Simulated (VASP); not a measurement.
The system is PtSe2.

```xyz
3
Lattice="1.8395 1.0548 5.7607 -1.8519 1.0764 5.7607 0.0125 -2.1312 5.7607" Properties=species:S:1:pos:R:3 pbc="T T T"
Pt    0.0000    0.0000    0.0000
Se   -0.0082    0.0000    4.4376
Se    0.0082    0.0000   12.8445
```

This cell differs from its parent crystal: shear xy strain -1.2%.

Base run:

* Program: VASP 6.6.1
* Functional: PBE
* Potentials or basis: VASP PAW PBE potentials, release 64 (Pt, Se)
* Cutoff: 520 eV
* k mesh: 8 × 8 × 8
* Occupations: fermi-dirac, width 0.02 eV
* Spin: no spin polarisation

Its results: band gap on the k mesh 0.36 eV, indirect (least direct gap 0.75 eV); pressure 3.6 GPa; largest force 0.135 eV/Å.

Problem. The run is repeated on the same cell with these changes: functional from PBE to r2SCAN; occupations from fermi-dirac, width 0.02 eV to gaussian, width 0.01 eV. What comes out?

Solution. Band gap on the k mesh 0.50 eV, indirect (least direct gap 0.96 eV); pressure 1.3 GPa; largest force 0.016 eV/Å.

Caveats: spin-orbit coupling is left out, which moves the levels of the heavy elements; the PAW data sets were made with another functional, which shifts forces and pressure a little (some runs).

A k mesh can miss the band edges.
